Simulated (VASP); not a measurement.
Write the native input for VASP 6.6.1 that does the following.

```yaml
Task: relaxation of the atoms
Functional: PBE
Potentials_or_basis: VASP PAW PBE potentials, release 64 (N)
Cutoff: 520 eV
k_mesh: 1 × 1 × 1
Occupations: methfessel-paxton, width 0.02 eV
Spin: no spin polarisation
Dipole_correction: no
Further_INCAR_settings: ALGO = Normal; EDIFF = 1e-07; IBRION = 2; EDIFFG = -0.02; NSW = 50
```

The structure of N2 lies in POSCAR:

```
N
1.0
    9.0000000000      0.0000000000      0.0000000000
    0.0000000000      9.5000000000      0.0000000000
    0.0000000000      0.0000000000     10.0000000000
N
2
Direct
    0.5000000000      0.5000000000      0.4445000000
    0.5000000000      0.5000000000      0.5555000000
```

The input as run:

INCAR

```
SYSTEM = N
PREC = Accurate ; ENCUT = 520
EDIFF = 1E-7 ; ISMEAR = 1
SIGMA = 0.02 ; LREAL = .False.
LASPH = .True. ; NELM = 100
ALGO = Normal ; ISIF = 2
LWAVE = .False. ; LCHARG = .False.
GGA = PE ; IBRION = 2
NSW = 50 ; EDIFFG = -0.02
```

KPOINTS

```
regular mesh
0
Gamma
  1 1 1
  0 0 0
```

Potentials or basis: VASP PAW PBE potentials, release 64 (N).

The run is started by

```bash
$ cat potpaw_PBE.64/N/POTCAR > POTCAR
$ mpirun -np 1 vasp_gam > vasp.out
```

Results of the run:

| Item | Value |
| --- | --- |
| Energy gained by relaxing | 0.4 meV/atom |
| Ionic steps | 3 |
| Largest force after relaxing | 0.003 eV/Å |
| Gap between the frontier levels | 8.07 eV |

Caveat: the standard files for N, O and F lose accuracy on very short bonds.

Wall time 2.2 min on 1 thread of Intel(R) Xeon(R) Platinum 8259CL CPU @ 2.50GHz (Skylake/Cascade Lake), on a shared host, peak memory 0.78 GiB.
